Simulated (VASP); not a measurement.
# CuAu (P4/mmm) in VASP: further runs

The runs below take CuAu through electric field gradients, density of states, with PBEsol.

Program: VASP 6.6.1. These are calculated values, not measurements. Logs are shortened: lines on timing, memory, paths and dates and some standing lists are left out, and cuts for length are marked.

## Step 1: The cell of the first run

It takes space group P4/mmm (No. 123, tetragonal). The conventional cell has a = 2.800 Å, b = 2.800 Å, c = 3.670 Å, α = 90.00°, β = 90.00°, γ = 90.00°. Within 3.6 Å of Cu (site symmetry 4/mmm) lie 8 Au at 2.70 Å and 4 Cu at 2.80 Å. Within 3.6 Å of Au (site symmetry 4/mmm) lie 8 Cu at 2.70 Å and 4 Au at 2.80 Å.

## Step 2: Electric field gradients, PBEsol

File INCAR:

```
PREC = Accurate ; ENCUT = 520
EDIFF = 1E-8 ; ISMEAR = -1
SIGMA = 0.05 ; LREAL = False
LASPH = True ; NELM = 80
ALGO = Normal ; ISIF = 2
LWAVE = False ; LCHARG = False
GGA = PS ; LEFG = True
NBANDS = 18
```

File KPOINTS:

```
Automatic mesh
0
Gamma
  13 13 10
```

File POSCAR:

```
CuAu
1.0
    2.8000000000      0.0000000000      0.0000000000
    0.0000000000      2.8000000000      0.0000000000
    0.0000000000      0.0000000000      3.6700000000
Cu Au
1 1
Direct
    0.5000000000      0.5000000000      0.5000000000
    0.0000000000      0.0000000000      0.0000000000
```

Potentials or basis: VASP PAW PBE potentials, release 64 (Cu, Au).

On the command line:

```console
> cat potpaw_PBE.64/Cu/POTCAR potpaw_PBE.64/Au/POTCAR > POTCAR
> mpirun -np 1 vasp_std > vasp.out
```

OUTCAR:

```text
PREC = Accurate
   ENCUT = 520
   EDIFF = 1E-8
   ISMEAR = -1
   LREAL = False
   LASPH = True
   NELM = 80
   ISIF = 2
   GGA = PS

 ion  position               nearest neighbor table
   1  0.500  0.500  0.500-   2 2.70   2 2.70   2 2.70   2 2.70   2 2.70   2 2.70   2 2.70   2 2.70

   2  0.000  0.000  0.000-   1 2.70   1 2.70   1 2.70   1 2.70   1 2.70   1 2.70   1 2.70   1 2.70

  LATTYP: Found a simple tetragonal cell.
 ALAT       =     2.8000000000
 C/A-ratio  =     1.3107142857

  Lattice vectors:

 A1 = (   2.8000000000,   0.0000000000,   0.0000000000)
 A2 = (   0.0000000000,   2.8000000000,   0.0000000000)
 A3 = (   0.0000000000,   0.0000000000,   3.6700000000)

Analysis of symmetry for initial positions (statically):
=====================================================================
 Subroutine PRICEL returns:
 Original cell was already a primitive cell.

 Routine SETGRP: Setting up the symmetry group for a
 simple tetragonal supercell.

 Subroutine GETGRP returns: Found 16 space group operations
 (whereof 16 operations were pure point group operations)
 out of a pool of 16 trial point group operations.

The static configuration has the point symmetry D_4h.

Analysis of symmetry for dynamics (positions and initial velocities):
=====================================================================
 Subroutine PRICEL returns:
 Original cell was already a primitive cell.

 Routine SETGRP: Setting up the symmetry group for a
 simple tetragonal supercell.

 Subroutine GETGRP returns: Found 16 space group operations
 (whereof 16 operations were pure point group operations)
 out of a pool of 16 trial point group operations.

The dynamic configuration has the point symmetry D_4h.

 Subroutine INISYM returns: Found 16 space group operations
 (whereof 16 operations are pure point group operations),
 and found     1 'primitive' translations

----------------------------------------------------------------------------------------

                                     Primitive cell

  volume of cell :      28.7728

  direct lattice vectors                    reciprocal lattice vectors
     2.800000000  0.000000000  0.000000000     0.357142857  0.000000000  0.000000000
     0.000000000  2.800000000  0.000000000     0.000000000  0.357142857  0.000000000
     0.000000000  0.000000000  3.670000000     0.000000000  0.000000000  0.272479564

  length of vectors
     2.800000000  2.800000000  3.670000000     0.357142857  0.357142857  0.272479564

  position of ions in fractional coordinates (direct lattice)
     0.500000000  0.500000000  0.500000000
     0.000000000  0.000000000  0.000000000

  ion indices of the primitive-cell ions
   primitive index   ion index
                 1           1
                 2           2

----------------------------------------------------------------------------------------

 KPOINTS: Automatic mesh

Automatic generation of k-mesh.
 Grid dimensions read from file:
 generate k-points for:   13   13   10

 Generating k-lattice:

  Cartesian coordinates                     Fractional coordinates (reciprocal lattice)
     0.027472527  0.000000000  0.000000000     0.076923077  0.000000000  0.000000000
     0.000000000  0.027472527  0.000000000     0.000000000  0.076923077  0.000000000
     0.000000000  0.000000000  0.027247956     0.000000000  0.000000000  0.100000000

  Length of vectors
     0.027472527  0.027472527  0.027247956

  Shift w.r.t. Gamma in fractional coordinates (k-lattice)
     0.000000000  0.000000000  0.000000000

 Subroutine IBZKPT returns following result:
 ===========================================

 Found    168 irreducible k-points:

 Following reciprocal coordinates:
            Coordinates               Weight
  0.000000  0.000000  0.000000      1.000000
  0.076923  0.000000  0.000000      4.000000
  0.153846  0.000000  0.000000      4.000000
  0.230769  0.000000  0.000000      4.000000
  0.307692  0.000000  0.000000      4.000000
  0.384615  0.000000  0.000000      4.000000
[... 16 lines left out ...]
  0.307692  0.307692  0.000000      4.000000
  0.384615  0.307692  0.000000      8.000000
 [... further k-points ...]
   k-points           NKPTS =    168   k-points in BZ     NKDIM =    168   number of bands    NBANDS=     18
   number of dos      NEDOS =    301   number of ions     NIONS =      2
   total plane-waves  NPLWV =  16128
   dimension x,y,z NGX =    24 NGY =   24 NGZ =   28
   dimension x,y,z NGXF=    48 NGYF=   48 NGZF=   56
   ions per type =               1   1
   NGX,Y,Z   is equivalent  to a cutoff of  14.25, 14.25, 12.68 a.u.
   NGXF,Y,Z  is equivalent  to a cutoff of  28.50, 28.50, 25.37 a.u.
 SYSTEM =  unknown system
   PREC   = accura    normal or accurate (medium, high low for compatibility)
   ISTART =      0    job   : 0-new  1-cont  2-samecut
   ICHARG =      2    charge: 1-file 2-atom 10-const
   ISPIN  =      1    spin polarized calculation?
   LNONCOLLINEAR =      F non collinear calculations
   LSORBIT =      F    spin-orbit coupling
   LASPH  =      T    aspherical Exc in radial PAW
   ENCUT  =  520.0 eV  38.22 Ry    6.18 a.u.   5.21  5.21  6.82*2*pi/ulx,y,z
   NELM   =     80;   NELMIN=  2; NELMDL= -5     # of ELM steps
   EDIFF  = 0.1E-07   stopping-criterion for ELM
   LREAL  =      F    real-space projection
   EDIFFG = 0.1E-06   stopping-criterion for IOM
   NSW    =      0    number of steps for IOM
   IBRION =     -1    ionic relax: 0-MD 1-quasi-New 2-CG
   NFREE  =      0    steps in history (QN), initial steepest desc. (CG)
   ISIF   =      2    stress and relaxation
   ISYM   =      2    0-nonsym 1-usesym 2-fastsym
   POTIM  = 0.5000    time-step for ionic-motion
   TEBEG  =    0.0;   TEEND  =   0.0 temperature during run
   PSTRESS=    0.0 pullay stress
   NELECT =      22.0000    total number of electrons
   NUPDOWN=      -1.0000    fix difference up-down
   EMIN   =  10.00;   EMAX   =-10.00  energy-range for DOS
   EFERMI =   0.00;   METHOD = LEGACY
   ISMEAR =    -1;   SIGMA  =   0.05  broadening in eV -4-tet -1-fermi 0-gaus
   EFERMI_NEDOS =   21; number of points for ismear=-14 and -15
   IALGO  =     38    algorithm
   IMIX   =      4    mixing-type and parameters
     AMIX     =   0.40;   BMIX     =  1.00
     AMIX_MAG =   1.60;   BMIX_MAG =  1.00
  volume/ion in A,a.u.               =      14.39        97.08
  Fermi-wavevector in a.u.,A,eV,Ry     =   1.497000  2.828919 30.490762  2.241008
  Thomas-Fermi vector in A             =   2.608944
   LORBIT       =      0    0 simple, 1 ext, 2 COOP (PROOUT), +10 PAW based schemes
   GGA     = PS    functional components
   LHFCALC =     F    Hartree Fock is set to
   AEXX    =    0.0000 exact exchange contribution
   IVDW    =     0    specifies the selected vdW correction
   LEPSILON=     F    determine dielectric tensor
   LRPA    =     F    only Hartree local field effects (RPA)
 non-spin polarized calculation
  energy-cutoff  :      520.00
  volume of cell :       28.77
 maximum number of plane-waves:       797
 NGX is ok and might be reduce to    24
   NGX = 11   NGY = 11   NGZ = 13

 number of electron      22.0000009 magnetization

 Free energy of the ion-electron system (eV)
  ---------------------------------------------------
  ext. energy  EPLUGINS =         0.00000000
  ---------------------------------------------------
  free energy    TOTEN  =        -8.35628868 eV

  energy without entropy =       -8.35197036  energy(sigma->0) =       -8.35412952

 E-fermi :   8.7400     XC(G=0): -12.9041

 val. band max:        8.7338931234   @ k =   0.4615   0.3846   0.1000
 cond. band min:       8.7846434221   @ k =   0.4615   0.0000   0.3000
 fundamental gap:      0.0507502987
 Fermi energy:         8.7399868376

 k-point     1 :       0.0000    0.0000    0.0000
  band No.  band energies     occupation
      1      -1.2188      2.00000
      2       2.0059      2.00000
      3       2.1748      2.00000
      4       4.6192      2.00000
      5       4.6192      2.00000
      6       5.7042      2.00000
[... 10 lines left out ...]
     17      25.6343      0.00000
     18      26.1361      0.00000

 k-point     2 :       0.0769    0.0000    0.0000
  band No.  band energies     occupation
      1      -1.0791      2.00000
      2       2.0779      2.00000
      3       2.2540      2.00000
      4       4.5329      2.00000
      5       4.6521      2.00000
      6       5.6427      2.00000
[... 10 lines left out ...]
     17      26.1988      0.00000
     18      26.7007      0.00000

 k-point     3 :       0.1538    0.0000    0.0000
  band No.  band energies     occupation
      1      -0.6754      2.00000
      2       2.2368      2.00000
      3       2.5316      2.00000
      4       4.2879      2.00000
      5       4.7480      2.00000
      6       5.4682      2.00000
[... 10 lines left out ...]
     17      26.1430      0.00000
     18      28.1163      0.00000

 k-point     4 :       0.2308    0.0000    0.0000
  band No.  band energies     occupation
      1      -0.0562      2.00000
      2       2.4421      2.00000
      3       2.9911      2.00000
      4       3.9380      2.00000
      5       4.8973      2.00000
      6       5.2158      2.00000
[... 10 lines left out ...]
     17      25.3184      0.00000
     18      27.3489      0.00000

 k-point     5 :       0.3077    0.0000    0.0000
  band No.  band energies     occupation
      1       0.6874      2.00000
      2       2.6922      2.00000
      3       3.5213      2.00000
      4       3.5750      2.00000
      5       4.9468      2.00000
      6       5.0823      2.00000
[... 10 lines left out ...]
     17      23.7951      0.00000
     18      26.4447      0.00000

 k-point     6 :       0.3846    0.0000    0.0000
  band No.  band energies     occupation
      1       1.3961      2.00000
      2       2.9802      2.00000
      3       3.2867      2.00000
      4       3.9478      2.00000
      5       4.7267      2.00000
      6       5.2707      2.00000
[... 307 lines left out ...]
 k-point    21 :       0.3846    0.2308    0.0000
  band No.  band energies     occupation
      1       2.1348      2.00000
      2       3.0521      2.00000
      3       3.1567      2.00000
      4       3.8250      2.00000
      5       3.8595      2.00000
      6       5.4075      2.00000
[... 10 lines left out ...]
     17      22.0014      0.00000
     18      22.7540      0.00000

 k-point    22 :       0.4615    0.2308    0.0000
  band No.  band energies     occupation
      1       2.4529      2.00000
      2       2.9487      2.00000
      3       2.9951      2.00000
      4       3.7971      2.00000
      5       3.8901      2.00000
      6       5.7584      2.00000
[... 10 lines left out ...]
     17      20.4440      0.00000
     18      21.9188      0.00000

 k-point    23 :       0.3077    0.3077    0.0000
  band No.  band energies     occupation
      1       1.9448      2.00000
      2       2.9991      2.00000
      3       3.3473      2.00000
      4       3.4863      2.00000
      5       4.4206      2.00000
      6       5.1215      2.00000
[... 10 lines left out ...]
     17      22.8869      0.00000
     18      23.1574      0.00000

 k-point    24 :       0.3846    0.3077    0.0000
  band No.  band energies     occupation
      1       2.0407      2.00000
      2       2.9801      2.00000
      3       3.0900      2.00000
      4       3.3730      2.00000
      5       4.7762      2.00000
      6       5.9194      2.00000
[... 10 lines left out ...]
     17      21.8745      0.00000
     18      22.0734      0.00000

 [... further k-points ...]
[... 5 lines left out ...]
  --------------------------------------------------------------------------------------
  -------------------------------------------------------------------------------------
  Total       -0.3839295     -0.3839295     -0.2891513      0.0000000      0.0000000     -0.0000000
  in kB      -21.3786354    -21.3786354    -16.1010286      0.0000000      0.0000000     -0.0000000
  external PRESSURE =     -19.6194331 kB  Pullay stress =       0.0000000 kB

 VOLUME and BASIS-vectors are now :
 -----------------------------------------------------------------------------
  energy-cutoff  :      520.00
  volume of cell :       28.77
      direct lattice vectors                 reciprocal lattice vectors
     2.800000000  0.000000000  0.000000000     0.357142857  0.000000000  0.000000000
     0.000000000  2.800000000  0.000000000     0.000000000  0.357142857  0.000000000
     0.000000000  0.000000000  3.670000000     0.000000000  0.000000000  0.272479564

 POSITION                                       TOTAL-FORCE (eV/Angst)
 -----------------------------------------------------------------------------------
      1.40000      1.40000      1.83500         0.000000      0.000000      0.000000
      0.00000      0.00000      0.00000         0.000000      0.000000      0.000000
 -----------------------------------------------------------------------------------
    total drift:                                0.000000      0.000000     -0.000000

  FREE ENERGIE OF THE ION-ELECTRON SYSTEM (eV)
  ---------------------------------------------------
  free  energy   TOTEN  =        -8.3562886765 eV

  energy  without entropy=       -8.3519703610  energy(sigma->0) =       -8.35412952

 Electric field gradients (V/A^2)
---------------------------------------------------------------------
 ion       V_xx      V_yy      V_zz      V_xy      V_xz      V_yz
---------------------------------------------------------------------
   1       6.915     6.915   -13.831     0.000    -0.000     0.000
   2     -39.766   -39.766    79.532    -0.000    -0.000     0.000
---------------------------------------------------------------------

 Electric field gradients after diagonalization (V/A^2)
 (convention: |V_zz| > |V_xx| > |V_yy|)
----------------------------------------------------------------------
 ion       V_xx      V_yy      V_zz     asymmetry (V_yy - V_xx)/ V_zz
----------------------------------------------------------------------
   1       6.915     6.915   -13.831       0.000
   2     -39.766   -39.766    79.532       0.000
----------------------------------------------------------------------

           NMR quadrupolar parameters

 Cq : quadrupolar parameter    Cq=e*Q*V_zz/h
 eta: asymmetry parameters     (V_yy - V_xx)/ V_zz
 Q  : nuclear electric quadrupole moment in mb (millibarn)
----------------------------------------------------------------------
 ion       Cq(MHz)       eta       Q (mb)
----------------------------------------------------------------------
   1      -0.033       0.000       1.000
   2       0.192       0.000       1.000
----------------------------------------------------------------------
```

Wall time 80 s (1 thread of Intel Xeon Platinum 8259CL at 2.50GHz (Skylake/Cascade Lake), shared host); peak memory 0.22 GiB.

Results:

```
Free energy            : -8.3563 eV
Pressure               : -2.0 GPa
Band gap on the k mesh : zero (band 11 reaches 13.15 eV, above the bottom of band 12 at 6.74 eV)
```

Stress tensor (GPa, compression positive):
```
-2.14  0.00  0.00
 0.00 -2.14  0.00
 0.00  0.00 -1.61
```

Electric field gradients, principal values (V/Å²):
```csv
atom,least,middle,greatest (by size)
1 Cu,6.915,6.915,-13.831
2 Au,-39.766,-39.766,79.532
```

Caveat: without QUAD_EFG the Cq values of the log hold for a quadrupole moment of 1 mb, not for the nuclei; the PAW data sets were made with another functional, which shifts forces and pressure a little; spin-orbit coupling is left out, which moves the levels of the heavy elements.

## Step 3: Density of states, PBEsol

POSCAR is that of step 2.

File INCAR.step1:

```
ALGO = Normal ; EDIFF = 1E-6
ENCUT = 520 ; GGA = PS
ISIF = 2 ; ISMEAR = -1
LASPH = T ; LCHARG = T
LMAXMIX = 4 ; LREAL = F
LWAVE = F ; NBANDS = 18
NELM = 100 ; PREC = Accurate
SIGMA = 0.05
```

File KPOINTS.step1:

```
k-points
0
Gamma
  13 13 10
```

File INCAR.step2:

```
ALGO = Normal ; EDIFF = 1E-6
ENCUT = 520 ; GGA = PS
ICHARG = 11 ; ISIF = 2
ISMEAR = -5 ; LASPH = T
LCHARG = F ; LMAXMIX = 4
LORBIT = 11 ; LREAL = F
LWAVE = F ; NEDOS = 1001
NELM = 100 ; PREC = Accurate
SIGMA = 0.05
```

File KPOINTS.step2:

```
k-points
0
Gamma
  20 20 15
```

Potentials or basis: VASP PAW PBE potentials, release 64 (Cu, Au).

On the command line:

```console
> cat potpaw_PBE.64/Cu/POTCAR potpaw_PBE.64/Au/POTCAR > POTCAR
> cp INCAR.step1 INCAR
> cp KPOINTS.step1 KPOINTS
> mpirun -np 1 vasp_std > vasp.out
> cp INCAR.step2 INCAR
> cp KPOINTS.step2 KPOINTS
> mpirun -np 1 vasp_std > vasp.out
```

OUTCAR:

```text
EDIFF = 1E-6
   ENCUT = 520
   GGA = PS
   ICHARG = 11
   ISIF = 2
   ISMEAR = -5
   LASPH = T
   LORBIT = 11
   LREAL = F
   NELM = 100
   PREC = Accurate

 ion  position               nearest neighbor table
   1  0.500  0.500  0.500-   2 2.70   2 2.70   2 2.70   2 2.70   2 2.70   2 2.70   2 2.70   2 2.70

   2  0.000  0.000  0.000-   1 2.70   1 2.70   1 2.70   1 2.70   1 2.70   1 2.70   1 2.70   1 2.70

  LATTYP: Found a simple tetragonal cell.
 ALAT       =     2.8000000000
 C/A-ratio  =     1.3107142857

[... 628 lines left out ...]
  -------------------------------------------------------------------------------------
  Total       -0.6146968     -0.6146968     -0.5609790      0.0000000      0.0000000     -0.0000000
  in kB      -34.2286229    -34.2286229    -31.2374134      0.0000000      0.0000000     -0.0000000
  external PRESSURE =     -33.2315530 kB  Pullay stress =       0.0000000 kB

 VOLUME and BASIS-vectors are now :
 -----------------------------------------------------------------------------
  energy-cutoff  :      520.00
  volume of cell :       28.77
      direct lattice vectors                 reciprocal lattice vectors
     2.800000000  0.000000000  0.000000000     0.357142857  0.000000000  0.000000000
     0.000000000  2.800000000  0.000000000     0.000000000  0.357142857  0.000000000
     0.000000000  0.000000000  3.670000000     0.000000000  0.000000000  0.272479564

 POSITION                                       TOTAL-FORCE (eV/Angst)
 -----------------------------------------------------------------------------------
      1.40000      1.40000      1.83500         0.000000      0.000000      0.000000
      0.00000      0.00000      0.00000         0.000000      0.000000      0.000000
 -----------------------------------------------------------------------------------
    total drift:                                0.000000      0.000000     -0.000000

  FREE ENERGIE OF THE ION-ELECTRON SYSTEM (eV)
  ---------------------------------------------------
  free  energy   TOTEN  =        -8.3552878005 eV

  energy  without entropy=       -8.3552878005  energy(sigma->0) =       -8.35528780

 total charge

# of ion       s       p       d       tot
------------------------------------------
    1        0.384   0.327   9.216   9.928
    2        0.609   0.436   8.688   9.732
--------------------------------------------------
tot          0.993   0.763  17.904  19.660
```

OUTCAR.step1:

```text
EDIFF = 1E-6
   ENCUT = 520
   GGA = PS
   ISIF = 2
   ISMEAR = -1
[... 727 lines left out ...]
 -----------------------------------------------------------------------------------
      1.40000      1.40000      1.83500         0.000000      0.000000      0.000000
      0.00000      0.00000      0.00000         0.000000      0.000000      0.000000
 -----------------------------------------------------------------------------------
    total drift:                                0.000000      0.000000     -0.000000

  FREE ENERGIE OF THE ION-ELECTRON SYSTEM (eV)
  ---------------------------------------------------
  free  energy   TOTEN  =        -8.3562886699 eV

  energy  without entropy=       -8.3519699272  energy(sigma->0) =       -8.35412930
```

It took 2.5 min on 1 thread of Intel Xeon Platinum 8259CL at 2.50GHz (Skylake/Cascade Lake), shared host; peak memory 0.38 GiB.

What came out:

* Valence electrons inside the program's atomic spheres: Cu 9.93; Au 9.73

Caveat: the PAW data sets were made with another functional, which shifts forces and pressure a little; spin-orbit coupling is left out, which moves the levels of the heavy elements; tetrahedron occupations give inexact forces and stress in metals.
